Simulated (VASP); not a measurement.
# SnTe (Fm-3m) in VASP: a series of runs

The runs below take SnTe through single point, relaxation of cell and atoms, with PBEsol.

Everything below comes from runs of VASP 6.6.1. Logs are shortened: lines on timing, memory, paths and dates and some standing lists are left out, and cuts for length are marked.

## (1) The cell of the first run

Symmetry: Fm-3m, No. 225, cubic system. Conventional cell: a = 6.285 Å, b = 6.285 Å, c = 6.285 Å, α = 90.00°, β = 90.00°, γ = 90.00°. Within 4.1 Å of Sn (site symmetry m-3m) lie 6 Te at 3.14 Å. Within 4.1 Å of Te (site symmetry m-3m) lie 6 Sn at 3.14 Å.

## (2) Single point, PBEsol

Contents of INCAR:

```
SYSTEM = SnTe
PREC = Accurate
ENCUT = 520
EDIFF = 1E-6
ISMEAR = -1
SIGMA = 0.03
LREAL = .FALSE.
LASPH = .TRUE.
NELM = 60
ALGO = Normal
ISIF = 2
LWAVE = .FALSE.
LCHARG = .TRUE.
GGA = PS
LELF = .TRUE.
LVHAR = .TRUE.
NBANDS = 17
```

Contents of KPOINTS:

```
Automatic mesh
0
G
  6 6 6
  0 0 0
```

Contents of POSCAR:

```
SnTe
1.0
    0.0000000000      3.1423682294      3.1423682294
    3.1423682294      0.0000000000      3.1423682294
    3.1423682294      3.1423682294      0.0000000000
Sn Te
1 1
Direct
    0.0000000000      0.0000000000      0.0000000000
    0.5000000000      0.5000000000      0.5000000000
```

Potentials or basis: VASP PAW PBE potentials, release 64 (Sn_d, Te).

Started as:

```bash
$ cat potpaw_PBE.64/Sn_d/POTCAR potpaw_PBE.64/Te/POTCAR > POTCAR
$ mpirun -np 1 vasp_std > vasp.out
```

OUTCAR:

```text
SYSTEM = SnTe
   PREC = Accurate
   ENCUT = 520
   EDIFF = 1E-6
   ISMEAR = -1
   LREAL = .FALSE.
   LASPH = .TRUE.
   NELM = 60
   ISIF = 2
   GGA = PS

 ion  position               nearest neighbor table
   1  0.000  0.000  0.000-   2 3.14   2 3.14   2 3.14   2 3.14   2 3.14   2 3.14
   2  0.500  0.500  0.500-   1 3.14   1 3.14   1 3.14   1 3.14   1 3.14   1 3.14

  LATTYP: Found a face centered cubic cell.
 ALAT       =     6.2847364588

  Lattice vectors:

 A1 = (   0.0000000000,   3.1423682294,   3.1423682294)
 A2 = (   3.1423682294,   0.0000000000,   3.1423682294)
 A3 = (   3.1423682294,   3.1423682294,   0.0000000000)

Analysis of symmetry for initial positions (statically):
=====================================================================
 Subroutine PRICEL returns:
 Original cell was already a primitive cell.

 Routine SETGRP: Setting up the symmetry group for a
 face centered cubic supercell.

 Subroutine GETGRP returns: Found 48 space group operations
 (whereof 48 operations were pure point group operations)
 out of a pool of 48 trial point group operations.

The static configuration has the point symmetry O_h .

Analysis of symmetry for dynamics (positions and initial velocities):
=====================================================================
 Subroutine PRICEL returns:
 Original cell was already a primitive cell.

 Routine SETGRP: Setting up the symmetry group for a
 face centered cubic supercell.

 Subroutine GETGRP returns: Found 48 space group operations
 (whereof 48 operations were pure point group operations)
 out of a pool of 48 trial point group operations.

The dynamic configuration has the point symmetry O_h .

 Subroutine INISYM returns: Found 48 space group operations
 (whereof 48 operations are pure point group operations),
 and found     1 'primitive' translations

----------------------------------------------------------------------------------------

                                     Primitive cell

  volume of cell :      62.0585

  direct lattice vectors                    reciprocal lattice vectors
     0.000000000  3.142368229  3.142368229    -0.159115662  0.159115662  0.159115662
     3.142368229  0.000000000  3.142368229     0.159115662 -0.159115662  0.159115662
     3.142368229  3.142368229  0.000000000     0.159115662  0.159115662 -0.159115662

  length of vectors
     4.443979768  4.443979768  4.443979768     0.275596410  0.275596410  0.275596410

  position of ions in fractional coordinates (direct lattice)
     0.000000000  0.000000000  0.000000000
     0.500000000  0.500000000  0.500000000

  ion indices of the primitive-cell ions
   primitive index   ion index
                 1           1
                 2           2

----------------------------------------------------------------------------------------

 KPOINTS: Automatic mesh

Automatic generation of k-mesh.
 Grid dimensions read from file:
 generate k-points for:    6    6    6

 Generating k-lattice:

  Cartesian coordinates                     Fractional coordinates (reciprocal lattice)
    -0.026519277  0.026519277  0.026519277     0.166666667  0.000000000  0.000000000
     0.026519277 -0.026519277  0.026519277     0.000000000  0.166666667  0.000000000
     0.026519277  0.026519277 -0.026519277     0.000000000  0.000000000  0.166666667

  Length of vectors
     0.045932735  0.045932735  0.045932735

  Shift w.r.t. Gamma in fractional coordinates (k-lattice)
     0.000000000  0.000000000  0.000000000

 Subroutine IBZKPT returns following result:
 ===========================================

 Found     16 irreducible k-points:

 Following reciprocal coordinates:
            Coordinates               Weight
  0.000000  0.000000  0.000000      1.000000
  0.166667  0.000000  0.000000      8.000000
  0.333333  0.000000  0.000000      8.000000
  0.500000  0.000000  0.000000      4.000000
  0.166667  0.166667  0.000000      6.000000
  0.333333  0.166667  0.000000     24.000000
[... 8 lines left out ...]
 -0.333333  0.333333  0.166667     24.000000
 -0.333333  0.500000  0.166667     12.000000
   k-points           NKPTS =     16   k-points in BZ     NKDIM =     16   number of bands    NBANDS=     17
   number of dos      NEDOS =    301   number of ions     NIONS =      2
   total plane-waves  NPLWV =  46656
   dimension x,y,z NGX =    36 NGY =   36 NGZ =   36
   dimension x,y,z NGXF=    72 NGYF=   72 NGZF=   72
   ions per type =               1   1
   NGX,Y,Z   is equivalent  to a cutoff of  13.47, 13.47, 13.47 a.u.
   NGXF,Y,Z  is equivalent  to a cutoff of  26.93, 26.93, 26.93 a.u.
 SYSTEM =  SnTe
   PREC   = accura    normal or accurate (medium, high low for compatibility)
   ISTART =      0    job   : 0-new  1-cont  2-samecut
   ICHARG =      2    charge: 1-file 2-atom 10-const
   ISPIN  =      1    spin polarized calculation?
   LNONCOLLINEAR =      F non collinear calculations
   LSORBIT =      F    spin-orbit coupling
   LASPH  =      T    aspherical Exc in radial PAW
   ENCUT  =  520.0 eV  38.22 Ry    6.18 a.u.   8.26  8.26  8.26*2*pi/ulx,y,z
   NELM   =     60;   NELMIN=  2; NELMDL= -5     # of ELM steps
   EDIFF  = 0.1E-05   stopping-criterion for ELM
   LREAL  =      F    real-space projection
   EDIFFG = 0.1E-04   stopping-criterion for IOM
   NSW    =      0    number of steps for IOM
   IBRION =     -1    ionic relax: 0-MD 1-quasi-New 2-CG
   NFREE  =      0    steps in history (QN), initial steepest desc. (CG)
   ISIF   =      2    stress and relaxation
   ISYM   =      2    0-nonsym 1-usesym 2-fastsym
   POTIM  = 0.5000    time-step for ionic-motion
   TEBEG  =    0.0;   TEEND  =   0.0 temperature during run
   PSTRESS=    0.0 pullay stress
   NELECT =      20.0000    total number of electrons
   NUPDOWN=      -1.0000    fix difference up-down
   EMIN   =  10.00;   EMAX   =-10.00  energy-range for DOS
   EFERMI =   0.00;   METHOD = LEGACY
   ISMEAR =    -1;   SIGMA  =   0.03  broadening in eV -4-tet -1-fermi 0-gaus
   EFERMI_NEDOS =   21; number of points for ismear=-14 and -15
   IALGO  =     38    algorithm
   IMIX   =      4    mixing-type and parameters
     AMIX     =   0.40;   BMIX     =  1.00
     AMIX_MAG =   1.60;   BMIX_MAG =  1.00
  volume/ion in A,a.u.               =      31.03       209.40
  Fermi-wavevector in a.u.,A,eV,Ry     =   1.122409  2.121045 17.140642  1.259802
  Thomas-Fermi vector in A             =   2.259069
   LORBIT       =      0    0 simple, 1 ext, 2 COOP (PROOUT), +10 PAW based schemes
   GGA     = PS    functional components
   LHFCALC =     F    Hartree Fock is set to
   AEXX    =    0.0000 exact exchange contribution
   IVDW    =     0    specifies the selected vdW correction
   LEPSILON=     F    determine dielectric tensor
   LRPA    =     F    only Hartree local field effects (RPA)
 non-spin polarized calculation
  energy-cutoff  :      520.00
  volume of cell :       62.06
 maximum number of plane-waves:      1687
 NGX is ok and might be reduce to    36
   NGX = 17   NGY = 17   NGZ = 17

 number of electron      19.9999998 magnetization

 Free energy of the ion-electron system (eV)
  ---------------------------------------------------
  ext. energy  EPLUGINS =         0.00000000
  ---------------------------------------------------
  free energy    TOTEN  =        -8.34106272 eV

  energy without entropy =       -8.34056326  energy(sigma->0) =       -8.34081299

 E-fermi :   6.9278     XC(G=0):  -9.6929

 val. band max:        6.8447632007   @ k =   0.5000   0.0000   0.0000
 cond. band min:       7.0108831674   @ k =   0.5000   0.0000   0.0000
 fundamental gap:      0.1661199668
 Fermi energy:         6.9278058296

 k-point     1 :       0.0000    0.0000    0.0000
  band No.  band energies     occupation
      1     -14.8978      2.00000
      2     -14.8978      2.00000
      3     -14.8900      2.00000
      4     -14.8900      2.00000
      5     -14.8900      2.00000
      6      -5.9784      2.00000
[... 9 lines left out ...]
     16      11.6044      0.00000
     17      13.5675      0.00000

 k-point     2 :       0.1667    0.0000    0.0000
  band No.  band energies     occupation
      1     -14.8990      2.00000
      2     -14.8990      2.00000
      3     -14.8896      2.00000
      4     -14.8884      2.00000
      5     -14.8884      2.00000
      6      -5.7434      2.00000
[... 9 lines left out ...]
     16      12.1695      0.00000
     17      15.3389      0.00000

 k-point     3 :       0.3333    0.0000    0.0000
  band No.  band energies     occupation
      1     -14.9018      2.00000
      2     -14.9018      2.00000
      3     -14.8888      2.00000
      4     -14.8847      2.00000
      5     -14.8847      2.00000
      6      -5.1296      2.00000
[... 9 lines left out ...]
     16      13.7062      0.00000
     17      17.5614      0.00000

 k-point     4 :       0.5000    0.0000    0.0000
  band No.  band energies     occupation
      1     -14.9033      2.00000
      2     -14.9033      2.00000
      3     -14.8884      2.00000
      4     -14.8827      2.00000
      5     -14.8827      2.00000
      6      -4.6702      2.00000
[... 9 lines left out ...]
     16      15.7494      0.00000
     17      15.7494      0.00000

 k-point     5 :       0.1667    0.1667    0.0000
  band No.  band energies     occupation
      1     -14.9019      2.00000
      2     -14.8966      2.00000
      3     -14.8911      2.00000
      4     -14.8873      2.00000
      5     -14.8873      2.00000
      6      -5.6664      2.00000
[... 9 lines left out ...]
     16      13.0548      0.00000
     17      14.0886      0.00000

 k-point     6 :       0.3333    0.1667    0.0000
  band No.  band energies     occupation
      1     -14.9054      2.00000
      2     -14.8975      2.00000
      3     -14.8906      2.00000
      4     -14.8848      2.00000
      5     -14.8838      2.00000
      6      -5.1792      2.00000
[... 9 lines left out ...]
     16      14.5636      0.00000
     17      15.9880      0.00000

 k-point     7 :       0.5000    0.1667    0.0000
  band No.  band energies     occupation
      1     -14.9063      2.00000
      2     -14.9005      2.00000
      3     -14.8882      2.00000
      4     -14.8837      2.00000
      5     -14.8819      2.00000
      6      -4.6096      2.00000
[... 9 lines left out ...]
     16      15.8300      0.00000
     17      16.3424      0.00000

 k-point     8 :      -0.3333    0.1667    0.0000
  band No.  band energies     occupation
      1     -14.9036      2.00000
      2     -14.9022      2.00000
      3     -14.8874      2.00000
      4     -14.8839      2.00000
      5     -14.8837      2.00000
      6      -4.7626      2.00000
[... 9 lines left out ...]
     16      15.0000      0.00000
     17      16.7448      0.00000

 k-point     9 :      -0.1667    0.1667    0.0000
  band No.  band energies     occupation
      1     -14.9014      2.00000
      2     -14.8999      2.00000
      3     -14.8890      2.00000
      4     -14.8870      2.00000
      5     -14.8854      2.00000
      6      -5.3785      2.00000
[... 9 lines left out ...]
     16      14.3272      0.00000
     17      14.7378      0.00000

 k-point    10 :       0.3333    0.3333    0.0000
  band No.  band energies     occupation
      1     -14.9113      2.00000
      2     -14.8941      2.00000
      3     -14.8931      2.00000
      4     -14.8815      2.00000
      5     -14.8815      2.00000
      6      -4.8819      2.00000
[... 9 lines left out ...]
     16      15.8555      0.00000
     17      16.1491      0.00000

 k-point    11 :       0.5000    0.3333    0.0000
  band No.  band energies     occupation
      1     -14.9130      2.00000
      2     -14.8952      2.00000
      3     -14.8920      2.00000
      4     -14.8806      2.00000
      5     -14.8798      2.00000
      6      -4.4556      2.00000
[... 9 lines left out ...]
     16      16.4213      0.00000
     17      17.0514      0.00000

 k-point    12 :      -0.3333    0.3333    0.0000
  band No.  band energies     occupation
      1     -14.9090      2.00000
      2     -14.8989      2.00000
      3     -14.8878      2.00000
      4     -14.8833      2.00000
      5     -14.8813      2.00000
      6      -4.3789      2.00000
[... 9 lines left out ...]
     16      14.5178      0.00000
     17      16.8671      0.00000

 k-point    13 :       0.5000    0.5000    0.0000
  band No.  band energies     occupation
      1     -14.9166      2.00000
      2     -14.8941      2.00000
      3     -14.8928      2.00000
      4     -14.8785      2.00000
      5     -14.8785      2.00000
      6      -4.3589      2.00000
[... 9 lines left out ...]
     16      17.4222      0.00000
     17      18.0405      0.00000

 k-point    14 :       0.5000    0.3333    0.1667
  band No.  band energies     occupation
      1     -14.9083      2.00000
      2     -14.8980      2.00000
      3     -14.8897      2.00000
      4     -14.8832      2.00000
      5     -14.8816      2.00000
      6      -4.6939      2.00000
[... 9 lines left out ...]
     16      15.2435      0.00000
     17      15.9385      0.00000

 k-point    15 :      -0.3333    0.3333    0.1667
  band No.  band energies     occupation
      1     -14.9088      2.00000
      2     -14.8992      2.00000
      3     -14.8866      2.00000
      4     -14.8856      2.00000
      5     -14.8800      2.00000
      6      -4.3785      2.00000
[... 9 lines left out ...]
     16      16.7689      0.00000
     17      16.8448      0.00000

 k-point    16 :      -0.3333    0.5000    0.1667
  band No.  band energies     occupation
      1     -14.9125      2.00000
      2     -14.8963      2.00000
      3     -14.8904      2.00000
      4     -14.8826      2.00000
      5     -14.8785      2.00000
      6      -4.2914      2.00000
[... 9 lines left out ...]
     16      17.0309      0.00000
     17      18.1233      0.00000

------------------------ aborting loop because EDIFF is reached ----------------------------------------

  FORCE on cell =-STRESS in cart. coord.  units (eV):
  Direction    XX          YY          ZZ          XY          YZ          ZX
  --------------------------------------------------------------------------------------
  -------------------------------------------------------------------------------------
  Total        0.0075486      0.0075486      0.0075486     -0.0000000      0.0000000     -0.0000000
  in kB        0.1948851      0.1948851      0.1948851     -0.0000000      0.0000000     -0.0000000
  external PRESSURE =       0.1948851 kB  Pullay stress =       0.0000000 kB

 VOLUME and BASIS-vectors are now :
 -----------------------------------------------------------------------------
  energy-cutoff  :      520.00
  volume of cell :       62.06
      direct lattice vectors                 reciprocal lattice vectors
     0.000000000  3.142368229  3.142368229    -0.159115662  0.159115662  0.159115662
     3.142368229  0.000000000  3.142368229     0.159115662 -0.159115662  0.159115662
     3.142368229  3.142368229  0.000000000     0.159115662  0.159115662 -0.159115662

 POSITION                                       TOTAL-FORCE (eV/Angst)
 -----------------------------------------------------------------------------------
      0.00000      0.00000      0.00000        -0.000000     -0.000000     -0.000000
      3.14237      3.14237      3.14237         0.000000      0.000000      0.000000
 -----------------------------------------------------------------------------------
    total drift:                               -0.000000      0.000000      0.000000

  FREE ENERGIE OF THE ION-ELECTRON SYSTEM (eV)
  ---------------------------------------------------
  free  energy   TOTEN  =        -8.3410627201 eV

  energy  without entropy=       -8.3405632640  energy(sigma->0) =       -8.34081299
```

It took 45 s on 1 thread of Intel Xeon 8259CL, shared host; peak memory 0.2 GiB.

What came out:

```yaml
Free_energy: -8.3411 eV
Pressure: 0.0 GPa
Band_gap_on_the_k_mesh: 0.17 eV, direct
```

Caveat: the PAW data sets were made with another functional, which shifts forces and pressure a little; spin-orbit coupling is left out, which moves the levels of the heavy elements. A k mesh can miss the band edges.

## (3) Relaxation of cell and atoms, PBEsol

This run uses another cell than the first one, of 25.68 Å³/atom, 0.828 times its volume.

Contents of INCAR:

```
SYSTEM = SnTe
PREC = Accurate ; ENCUT = 600
EDIFF = 1E-7 ; ISMEAR = -1
SIGMA = 0.03 ; LREAL = .False.
LASPH = .True. ; NELM = 100
ALGO = Normal ; ISIF = 3
LWAVE = .False. ; LCHARG = .False.
GGA = PS ; IBRION = 2
NSW = 100 ; EDIFFG = -0.01
```

Contents of KPOINTS:

```
Automatic mesh
0
Gamma
  6 6 6
  0 0 0
```

Contents of POSCAR:

```
SnTe
1.0
    0.0000000000      2.9504180000      2.9504180000
    2.9504180000      0.0000000000      2.9504180000
    2.9504180000      2.9504180000      0.0000000000
Sn Te
1 1
Direct
    0.0000000000      0.0000000000      0.0000000000
    0.5000000000      0.5000000000      0.5000000000
```

Potentials or basis: VASP PAW PBE potentials, release 64 (Sn_d, Te).

Started as:

```bash
$ cat potpaw_PBE.64/Sn_d/POTCAR potpaw_PBE.64/Te/POTCAR > POTCAR
$ mpirun -np 1 vasp_std > vasp.out
```

It took 2.7 min on 1 thread of Intel Xeon 8259CL, shared host; peak memory 0.21 GiB.

It converged, with:

| Item | Value |
| --- | --- |
| Free energy | -8.3396 eV |
| Relaxed volume | 31.05 Å³/atom |
| Relaxed cell | a = 4.445 Å, b = 4.445 Å, c = 4.445 Å, α = 60.00°, β = 60.00°, γ = 60.00° |
| Space group after relaxing (to 0.05 Å) | Fm-3m (No. 225) |
| Energy gained by relaxing | 196.3 meV/atom |
| Ionic steps | 4 |
| Pressure after relaxing | 0.0 GPa |
| Band gap on the k mesh | 0.16 eV, direct |

Step by step:
| step | energy change (eV) | largest force (eV/Å) | pressure (GPa) | volume (Å³) |
| --- | --- | --- | --- | --- |
| 1 | 0.0000 | 0.0000 | 13.20 | 51.37 |
| 2 | -0.3068 | 0.0000 | -3.75 | 68.75 |
| 3 | -0.3925 | 0.0000 | -0.16 | 62.33 |
| 4 | -0.3926 | 0.0000 | 0.02 | 62.09 |

Final structure:
```cif
data_structure
_symmetry_space_group_name_H-M 'P 1'
_symmetry_Int_Tables_number 1
_cell_length_a 4.4448
_cell_length_b 4.4448
_cell_length_c 4.4448
_cell_angle_alpha 60.000
_cell_angle_beta 60.000
_cell_angle_gamma 60.000
_cell_volume 62.09
loop_
_atom_site_label
_atom_site_type_symbol
_atom_site_fract_x
_atom_site_fract_y
_atom_site_fract_z
_atom_site_occupancy
Sn1 Sn 0.00000 0.00000 0.00000 1
Te1 Te 0.50000 0.50000 0.50000 1
```

Levels at points of the mesh, in eV from the valence-band top:
```
           k point  band 8  band 9  band 10  band 11  band 12  band 13
(0.00, 0.00, 0.00)   -2.10   -2.10    -2.10     3.40     3.40     3.40
(0.50, 0.00, 0.00)   -1.76   -1.76     0.00     0.16     0.39     0.39
(0.50, 0.50, 0.00)   -5.60   -3.73    -3.73     2.12     5.01     5.01
```

Caveat: the volume moved by over 15 % at a fixed basis, so the end points are rough; the PAW data sets were made with another functional, which shifts forces and pressure a little; spin-orbit coupling is left out, which moves the levels of the heavy elements. A k mesh can miss the band edges.
